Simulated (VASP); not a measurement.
Crystal: Ca2SeO.

```
O Ca Se
1.0
     3.88286    0.00000    0.00000
     0.00000    3.88286    0.00000
     0.00000    0.00000    5.21533
O Ca Se
1 2 1
Direct
  0.00000 0.00000 0.00000
  0.00000 0.00000 0.50000
  0.50000 0.50000 0.00000
  0.50000 0.50000 0.50000
```

This cell differs from its parent crystal: uniaxial z strain -5.1%.

Base run:

| Quantity | Value |
| --- | --- |
| Program | VASP 6.6.1 |
| Functional | PBE |
| Potentials or basis | VASP PAW PBE potentials, release 64 (O, Ca_sv, Se) |
| Cutoff | 520 eV |
| k mesh | 6 × 6 × 6 |
| Occupations | fermi-dirac, width 0.02 eV |
| Spin | no spin polarisation |

Its results: band gap on the k mesh 1.97 eV; pressure 5.6 GPa.

Q: The run is repeated on the same cell with these changes: functional from PBE to r2SCAN; occupations from fermi-dirac, width 0.02 eV to gaussian, width 0.01 eV. What comes out?

A: Band gap on the k mesh 2.43 eV; pressure 4.9 GPa.

Caveats: the cell stands under pressure; the PAW data sets were made with another functional, which shifts forces and pressure a little (at least some runs).

A k mesh can miss the band edges.
